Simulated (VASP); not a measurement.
# TaSi31 (a cell with a defect) in VASP: single point with PBEsol

Aim: the single point of TaSi31 (a cell with a defect) with PBEsol.

Program: VASP 6.6.1. These are calculated values, not measurements. Logs are shortened: lines on timing, memory, paths and dates and some standing lists are left out, and cuts for length are marked.

### 1 The cell of the first run

The cell holds a defect, 32 atoms: a = 9.412 Å, b = 9.412 Å, c = 9.412 Å, α = 109.47°, β = 109.47°, γ = 109.47°.

### 2 Single point, PBEsol

The input, INCAR:

```
ALGO     = Normal         # electronic algorithm
EDIFF    = 1E-6           # SCF threshold, eV
ENCUT    = 520            # plane-wave cutoff, eV
GGA      = PS             # functional
ISIF     = 2              # what is computed and relaxed
ISMEAR   = 0              # smearing method
LASPH    = True           # aspherical terms in the spheres
LCHARG   = False          # write CHGCAR
LREAL    = Auto         
LWAVE    = False          # write WAVECAR
NBANDS   = 90             # bands
NELECT   = 134.0        
NELM     = 80             # most SCF steps
PREC     = Accurate       # precision mode
SIGMA    = 0.02           # smearing width, eV
```

The input, KPOINTS:

```
Automatic mesh
0
Gamma
  2 2 2
  0.5 0.5 0.5
```

The input, POSCAR:

```
TaSi31
1.0
    5.4338340902     -5.4338340902      5.4338340902
   -5.4338340902      5.4338340902      5.4338340902
   -5.4338340902     -5.4338340902     -5.4338340902
Ta Si
1 31
Direct
    0.2500000000      0.0000000000      0.5000000000
    0.5003198598      0.0000000000      0.2455559997
    0.7500000000      0.0000000000      0.0000000000
   -0.0044440003      0.2503198598      0.5000000000
    0.2500000000      0.2503198598      0.2455559997
   -0.0044440003      0.0000000000      0.7503198598
    0.7500000000      0.5000000000      0.5000000000
    0.5044440003      0.2544440003      0.0047638602
    0.7547638602      0.2544440003      0.7544440003
   -0.0003198598      0.4952361398      0.2496801402
    0.5003198598      0.7455559997      0.5000000000
    0.2500000000      0.5000000000      0.0000000000
    0.7452361398      0.7496801402      0.2496801402
    0.5044440003      0.5047638602      0.7544440003
   -0.0003198598      0.7496801402     -0.0047638602
    0.2500000000      0.7455559997      0.7503198598
    0.2500000000      0.0000000000      0.7658220761
    0.5158220761      0.0000000000      0.5000000000
    0.7503546403      0.0000000000      0.2485617984
    0.0017928418      0.2514382016      0.7514382016
    0.2500000000      0.2658220761      0.5000000000
   -0.0014382016      0.0000000000      0.0003546403
    0.7496453597      0.4996453597      0.7482071582
    0.5014382016      0.2514382016      0.2517928418
    0.7496453597      0.2482071582     -0.0003546403
   -0.0014382016      0.5003546403      0.5000000000
    0.5014382016      0.7517928418      0.7514382016
    0.2500000000      0.5003546403      0.2485617984
    0.7503546403      0.7485617984      0.5000000000
    0.4982071582      0.4996453597     -0.0003546403
   -0.0158220761      0.7341779239      0.2341779239
    0.2500000000      0.7485617984      0.0003546403
```

Potentials or basis: VASP PAW PBE potentials, release 64 (Ta_pv, Si).

Command:

```
$ cat potpaw_PBE.64/Ta_pv/POTCAR potpaw_PBE.64/Si/POTCAR > POTCAR
$ mpirun -np 1 vasp_std > vasp.out
```

OUTCAR:

```text
EDIFF = 1E-6
   ENCUT = 520
   GGA = PS
   ISIF = 2
   ISMEAR = 0
   LASPH = True
   LREAL = Auto
   NELECT = 134.0
   NELM = 80
   PREC = Accurate

 ion  position               nearest neighbor table
   1  0.250  0.000  0.500-  17 2.50  18 2.50  21 2.50  31 2.50
   2  0.500  0.000  0.246-  32 2.34  24 2.34  19 2.34  18 2.35
   3  0.750  0.000  0.000-  19 2.34  22 2.34  27 2.34  25 2.34
   4  0.996  0.250  0.500-  19 2.34  20 2.34  26 2.34  21 2.35
   5  0.250  0.250  0.246-  22 2.34  24 2.34  28 2.34  21 2.35
   6  0.996  0.000  0.750-  29 2.34  20 2.34  22 2.34  17 2.35
[... 24 lines left out ...]
  31  0.984  0.734  0.234-  10 2.35  13 2.35  15 2.35   1 2.50
  32  0.250  0.749  0.000-  12 2.34  15 2.34   2 2.34  16 2.34

  LATTYP: Found a body centered cubic cell.
 ALAT       =    10.8676681804

  Lattice vectors:

 A1 = (   5.4338340902,  -5.4338340902,   5.4338340902)
 A2 = (  -5.4338340902,   5.4338340902,   5.4338340902)
 A3 = (  -5.4338340902,  -5.4338340902,  -5.4338340902)

Analysis of symmetry for initial positions (statically):
=====================================================================
 Subroutine PRICEL returns:
 Original cell was already a primitive cell.

 Routine SETGRP: Setting up the symmetry group for a
 body centered cubic supercell.

 Subroutine GETGRP returns: Found 24 space group operations
 (whereof  2 operations were pure point group operations)
 out of a pool of 48 trial point group operations.

The static configuration has the point symmetry C_1h.
 The point group associated with its full space group is T_d .

Analysis of symmetry for dynamics (positions and initial velocities):
=====================================================================
 Subroutine PRICEL returns:
 Original cell was already a primitive cell.

 Routine SETGRP: Setting up the symmetry group for a
 body centered cubic supercell.

 Subroutine GETGRP returns: Found 24 space group operations
 (whereof  2 operations were pure point group operations)
 out of a pool of 48 trial point group operations.

The dynamic configuration has the point symmetry C_1h.
 The point group associated with its full space group is T_d .

 Subroutine INISYM returns: Found 24 space group operations
 (whereof  2 operations are pure point group operations),
 and found     1 'primitive' translations

----------------------------------------------------------------------------------------

                                     Primitive cell

  volume of cell :     641.7696

  direct lattice vectors                    reciprocal lattice vectors
     5.433834090 -5.433834090  5.433834090     0.000000000 -0.092016059  0.092016059
    -5.433834090  5.433834090  5.433834090    -0.092016059  0.000000000  0.092016059
    -5.433834090 -5.433834090 -5.433834090    -0.092016059 -0.092016059  0.000000000

  length of vectors
     9.411676724  9.411676724  9.411676724     0.130130359  0.130130359  0.130130359

  position of ions in fractional coordinates (direct lattice)
     0.250000000  0.000000000  0.500000000
     0.500319860  0.000000000  0.245556000
     0.750000000  0.000000000  0.000000000
     0.995556000  0.250319860  0.500000000
     0.250000000  0.250319860  0.245556000
     0.995556000  0.000000000  0.750319860
[... 24 lines left out ...]
     0.984177924  0.734177924  0.234177924
     0.250000000  0.748561798  0.000354640

  ion indices of the primitive-cell ions
   primitive index   ion index
                 1           1
                 2           2
                 3           3
                 4           4
                 5           5
                 6           6
[... 24 lines left out ...]
                31          31
                32          32

----------------------------------------------------------------------------------------

 KPOINTS: Automatic mesh

Automatic generation of k-mesh.
 Grid dimensions read from file:
 generate k-points for:    2    2    2

 Generating k-lattice:

  Cartesian coordinates                     Fractional coordinates (reciprocal lattice)
     0.000000000 -0.046008030  0.046008030     0.500000000  0.000000000  0.000000000
    -0.046008030  0.000000000  0.046008030     0.000000000  0.500000000  0.000000000
    -0.046008030 -0.046008030  0.000000000     0.000000000  0.000000000  0.500000000

  Length of vectors
     0.065065180  0.065065180  0.065065180

  Shift w.r.t. Gamma in fractional coordinates (k-lattice)
     0.500000000  0.500000000  0.500000000

 Subroutine IBZKPT returns following result:
 ===========================================

 Found      2 irreducible k-points:

 Following reciprocal coordinates:
            Coordinates               Weight
  0.250000  0.250000  0.250000      2.000000
 -0.250000  0.250000  0.250000      6.000000
   k-points           NKPTS =      2   k-points in BZ     NKDIM =      2   number of bands    NBANDS=     90
   number of dos      NEDOS =    301   number of ions     NIONS =     32
   total plane-waves  NPLWV = 343000
   dimension x,y,z NGX =    70 NGY =   70 NGZ =   70
   dimension x,y,z NGXF=   140 NGYF=  140 NGZF=  140
   ions per type =               1  31
   NGX,Y,Z   is equivalent  to a cutoff of  12.36, 12.36, 12.36 a.u.
   NGXF,Y,Z  is equivalent  to a cutoff of  24.73, 24.73, 24.73 a.u.
 SYSTEM =  unknown system
   PREC   = accura    normal or accurate (medium, high low for compatibility)
   ISTART =      0    job   : 0-new  1-cont  2-samecut
   ICHARG =      2    charge: 1-file 2-atom 10-const
   ISPIN  =      1    spin polarized calculation?
   LNONCOLLINEAR =      F non collinear calculations
   LSORBIT =      F    spin-orbit coupling
   LASPH  =      T    aspherical Exc in radial PAW
   ENCUT  =  520.0 eV  38.22 Ry    6.18 a.u.  17.50 17.50 17.50*2*pi/ulx,y,z
   NELM   =     80;   NELMIN=  2; NELMDL= -5     # of ELM steps
   EDIFF  = 0.1E-05   stopping-criterion for ELM
   LREAL  =      T    real-space projection
   EDIFFG = 0.1E-04   stopping-criterion for IOM
   NSW    =      0    number of steps for IOM
   IBRION =     -1    ionic relax: 0-MD 1-quasi-New 2-CG
   NFREE  =      0    steps in history (QN), initial steepest desc. (CG)
   ISIF   =      2    stress and relaxation
   ISYM   =      2    0-nonsym 1-usesym 2-fastsym
   POTIM  = 0.5000    time-step for ionic-motion
   TEBEG  =    0.0;   TEEND  =   0.0 temperature during run
   PSTRESS=    0.0 pullay stress
   NELECT =     134.0000    total number of electrons
   NUPDOWN=      -1.0000    fix difference up-down
   EMIN   =  10.00;   EMAX   =-10.00  energy-range for DOS
   EFERMI =   0.00;   METHOD = LEGACY
   ISMEAR =     0;   SIGMA  =   0.02  broadening in eV -4-tet -1-fermi 0-gaus
   EFERMI_NEDOS =   21; number of points for ismear=-14 and -15
   IALGO  =     38    algorithm
   IMIX   =      4    mixing-type and parameters
     AMIX     =   0.40;   BMIX     =  1.00
     AMIX_MAG =   1.60;   BMIX_MAG =  1.00
  volume/ion in A,a.u.               =      20.06       135.34
  Fermi-wavevector in a.u.,A,eV,Ry     =   0.971218  1.835336 12.833892  0.943264
  Thomas-Fermi vector in A             =   2.101417
   LORBIT       =      0    0 simple, 1 ext, 2 COOP (PROOUT), +10 PAW based schemes
   GGA     = PS    functional components
   LHFCALC =     F    Hartree Fock is set to
   AEXX    =    0.0000 exact exchange contribution
   IVDW    =     0    specifies the selected vdW correction
   LEPSILON=     F    determine dielectric tensor
   LRPA    =     F    only Hartree local field effects (RPA)
 non-spin polarized calculation
 Gauss-broadening in eV      SIGMA  =   0.02
  energy-cutoff  :      520.00
  volume of cell :      641.77
 maximum number of plane-waves:     17304
 NGX is ok and might be reduce to    70
   NGX = 35   NGY = 35   NGZ = 35

 number of electron     134.0000001 magnetization

 Free energy of the ion-electron system (eV)
  ---------------------------------------------------
  ext. energy  EPLUGINS =         0.00000000
  ---------------------------------------------------
  free energy    TOTEN  =      -192.75555714 eV

  energy without entropy =     -192.75555714  energy(sigma->0) =     -192.75555714

 E-fermi :   5.2172     XC(G=0):  -9.5998

 val. band max:        5.0153386056   @ k =  -0.2500   0.2500   0.2500
 cond. band min:       5.7007572659   @ k =   0.2500   0.2500   0.2500
 fundamental gap:      0.6854186603
 Fermi energy:         5.2172269590

 k-point     1 :       0.2500    0.2500    0.2500
  band No.  band energies     occupation
      1     -29.1064      2.00000
      2     -29.1064      2.00000
      3     -29.1064      2.00000
      4      -5.4635      2.00000
      5      -5.4635      2.00000
      6      -5.4635      2.00000
[... 71 lines left out ...]
     78       7.2779      0.00000
     79       7.3329      0.00000

 k-point     2 :      -0.2500    0.2500    0.2500
  band No.  band energies     occupation
      1     -29.1064      2.00000
      2     -29.1064      2.00000
      3     -29.1064      2.00000
      4      -5.9317      2.00000
      5      -4.9444      2.00000
      6      -4.9218      2.00000
[... 71 lines left out ...]
     78       7.8416      0.00000
     79       7.9244      0.00000
 [bands above 79 left out]

------------------------ aborting loop because EDIFF is reached ----------------------------------------

  FORCE on cell =-STRESS in cart. coord.  units (eV):
  Direction    XX          YY          ZZ          XY          YZ          ZX
  --------------------------------------------------------------------------------------
  -------------------------------------------------------------------------------------
  Total       -3.8591465     -3.8591465     -3.8591465      0.0000000      0.0000000      0.0000000
  in kB       -9.6343570     -9.6343570     -9.6343570      0.0000000      0.0000000      0.0000000
  external PRESSURE =      -9.6343570 kB  Pullay stress =       0.0000000 kB

 VOLUME and BASIS-vectors are now :
 -----------------------------------------------------------------------------
  energy-cutoff  :      520.00
  volume of cell :      641.77
      direct lattice vectors                 reciprocal lattice vectors
     5.433834090 -5.433834090  5.433834090     0.000000000 -0.092016059  0.092016059
    -5.433834090  5.433834090  5.433834090    -0.092016059  0.000000000  0.092016059
    -5.433834090 -5.433834090 -5.433834090    -0.092016059 -0.092016059  0.000000000

 POSITION                                       TOTAL-FORCE (eV/Angst)
 -----------------------------------------------------------------------------------
     -1.35846     -4.07538     -1.35846         0.000000      0.000000      0.000000
      1.38434     -4.05297      1.38434        -0.000930      0.000030     -0.000930
      4.07538     -4.07538      4.07538         0.000000      0.000000      0.000000
      1.33257     -6.76641      4.05297         0.000930     -0.000930     -0.000030
     -1.33605     -1.33257      1.38434         0.000030     -0.000930     -0.000930
      1.33257     -9.48680      1.33257         0.000930      0.000030      0.000930
[... 24 lines left out ...]
      0.08597     -2.63094      8.06478         0.002508      0.002508     -0.002508
     -2.71103      2.70718      5.42409        -0.005071      0.000176      0.000176
 -----------------------------------------------------------------------------------
    total drift:                               -0.000000     -0.000000      0.000001

  FREE ENERGIE OF THE ION-ELECTRON SYSTEM (eV)
  ---------------------------------------------------
  free  energy   TOTEN  =      -192.7555571441 eV

  energy  without entropy=     -192.7555571441  energy(sigma->0) =     -192.75555714
```

It took 3.1 min on 1 thread of Intel Xeon Platinum 8259CL at 2.50GHz (Skylake/Cascade Lake), shared host; peak memory 0.68 GiB.

What came out:

```
Free energy   : -192.7556 eV
Largest force : 0.005 eV/Å
```

Forces on the atoms (eV/Å):
```
Ta   0.000  0.000  0.000
Si  -0.001  0.000 -0.001
Si   0.000  0.000  0.000
Si   0.001 -0.001  0.000
Si   0.000 -0.001 -0.001
Si   0.001  0.000  0.001
Si   0.000  0.000  0.000
Si   0.001  0.001  0.000
Si   0.000  0.001 -0.001
Si  -0.001  0.000  0.001
Si  -0.001  0.001  0.000
Si   0.000  0.000  0.000
Si   0.000 -0.001  0.001
Si   0.001  0.000 -0.001
Si  -0.001 -0.001  0.000
Si   0.000  0.001  0.001
Si  -0.003 -0.003 -0.003
Si   0.003 -0.003  0.003
Si   0.000 -0.005  0.000
Si   0.005  0.000  0.000
Si  -0.003  0.003  0.003
Si   0.000 -0.005  0.000
Si   0.000  0.000 -0.005
Si   0.000  0.000 -0.005
Si   0.000  0.005  0.000
Si   0.000  0.000  0.005
Si   0.000  0.005  0.000
Si  -0.005  0.000  0.000
Si   0.000  0.000  0.005
Si   0.005  0.000  0.000
Si   0.003  0.003 -0.003
Si  -0.005  0.000  0.000
```

Caveat: the cell carries a net charge on a neutralising background, which shifts energy and pressure; the cell is charged against a uniform background, so pressure and absolute levels hang on convention; the PAW data sets were made with another functional, which shifts forces and pressure a little; spin-orbit coupling is left out, which moves the levels of the heavy elements.
